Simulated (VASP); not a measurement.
# Sn: single point with PBEsol

The system is Sn.

```
Sn
1.0
    -1.52428    1.52403    2.15256
     1.52428   -1.52403    2.15256
     1.52428    1.52403   -2.15256
Sn
1
Direct
  0.00000 0.00000 0.00000
```

This isn't the form of Sn at room conditions, which is tetragonal (white tin).

```yaml
Program: VASP 6.6.1
Task: single point
Functional: PBEsol
Potentials_or_basis: VASP PAW PBE potentials, release 64 (Sn_d)
Cutoff: 520 eV
k_mesh: 13 × 13 × 13
Occupations: fermi-dirac, width 0.1 eV
Spin: no spin polarisation
```

```json
{
  "Pressure": "30.0 GPa",
  "Band gap on the k mesh": "zero (bands 7 and 8 overlap by 12.88 eV)"
}
```

Levels at points of the mesh, in eV from the Fermi level:
```
           k point  band 4  band 5  band 6  band 7  band 8  band 9  band 10  band 11
(0.00, 0.00, 0.00)  -21.60  -21.60  -13.81   10.37   10.38   10.38    10.73    14.03
```

Wall time 73 s on 1 thread of Intel Xeon 8259CL, on a shared host, peak memory 0.2 GiB.

Caveat: the cell stands under pressure; the PAW data sets were made with another functional, which shifts forces and pressure a little; spin-orbit coupling is left out, which moves the levels of the heavy elements.
